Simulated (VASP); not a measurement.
Write the native input for VASP 6.6.1 that does the following.

```yaml
Task: single point
Functional: PBE
Potentials_or_basis: VASP PAW PBE potentials, release 64 (Be)
Cutoff: 520 eV
k_mesh: 12 × 12 × 6
Occupations: methfessel-paxton, width 0.136057 eV
Spin: no spin polarisation
Dipole_correction: no
Further_INCAR_settings: ALGO = Normal; EDIFF = 1e-07; NBANDS = 9
```

The structure of Be lies in POSCAR:

```
Be
1.0
    2.0223354491      0.0000000000      0.0000000000
   -1.0111677245      1.7513938739      0.0000000000
    0.0000000000      0.0000000000      3.1914912859
Be
2
Direct
    0.3333333333      0.6666666667      0.7500000000
    0.6666666667      0.3333333333      0.2500000000
```

These files were run (other wordings do the same):

INCAR

```
PREC = Accurate ; ENCUT = 520
EDIFF = 1E-7 ; ISMEAR = 1
SIGMA = 0.13605693122994 ; LREAL = F
LASPH = T ; NELM = 60
ALGO = Normal ; ISIF = 2
LWAVE = F ; LCHARG = F
GGA = PE ; NBANDS = 9
```

KPOINTS

```
Automatic mesh
0
Gamma
  12 12 6
```

Potentials or basis: VASP PAW PBE potentials, release 64 (Be).

Launch:

```console
$ cat potpaw_PBE.64/Be/POTCAR > POTCAR
$ mpirun -np 1 vasp_std > vasp.out
```

It gave:

```
Pressure               : 72.4 GPa
Band gap on the k mesh : zero (band 2 reaches 11.03 eV, above the bottom of band 3 at 8.71 eV)
```

Wall time 4.4 s on 1 thread of Intel(R) Xeon(R) Platinum 8259CL CPU @ 2.50GHz (Skylake/Cascade Lake) (shared host), peak memory 0.12 GiB.
